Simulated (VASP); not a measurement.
Set up this calculation in VASP 6.6.1, as the native input.

```yaml
Task: single point
Functional: PBE
Potentials_or_basis: VASP PAW PBE potentials, release 64 (Al, N)
Cutoff: 520 eV
k_mesh: 11 × 11 × 6
Occupations: fermi-dirac, width 0.02 eV
Spin: no spin polarisation
Dipole_correction: no
Further_INCAR_settings: ALGO = Normal; EDIFF = 1e-06; NBANDS = 16
```

The structure of AlN lies in POSCAR:

```
AlN
1.0
    3.1100000000      0.0000000000      0.0000000000
   -1.5550000000      2.6933390058      0.0000000000
    0.0000000000      0.0000000000      4.9800000000
Al N
2 2
Direct
    0.6666666667      0.3333333333      0.0000000000
    0.3333333333      0.6666666667      0.5000000000
    0.6666666667      0.3333333333      0.3820000000
    0.3333333333      0.6666666667      0.8820000000
```

These files were run (other wordings do the same):

INCAR

```
PREC = Accurate
ENCUT = 520
EDIFF = 1E-6
ISMEAR = -1
SIGMA = 0.02
LREAL = F
LASPH = T
NELM = 80
ALGO = Normal
ISIF = 2
LWAVE = F
LCHARG = F
GGA = PE
NBANDS = 16
```

KPOINTS

```
regular mesh
0
Gamma
  11 11 6
```

Potentials or basis: VASP PAW PBE potentials, release 64 (Al, N).

The run is started by

```sh
$ cat potpaw_PBE.64/Al/POTCAR potpaw_PBE.64/N/POTCAR > POTCAR
$ mpirun -np 1 vasp_std > vasp.out
```

It gave:

* Pressure: 3.9 GPa
* Largest force: 0.009 eV/Å
* Band gap on the k mesh: 4.21 eV, direct

Wall time 21 s on 1 thread of Intel(R) Xeon(R) Platinum 8488C (Sapphire Rapids) (shared host), peak memory 0.17 GiB.
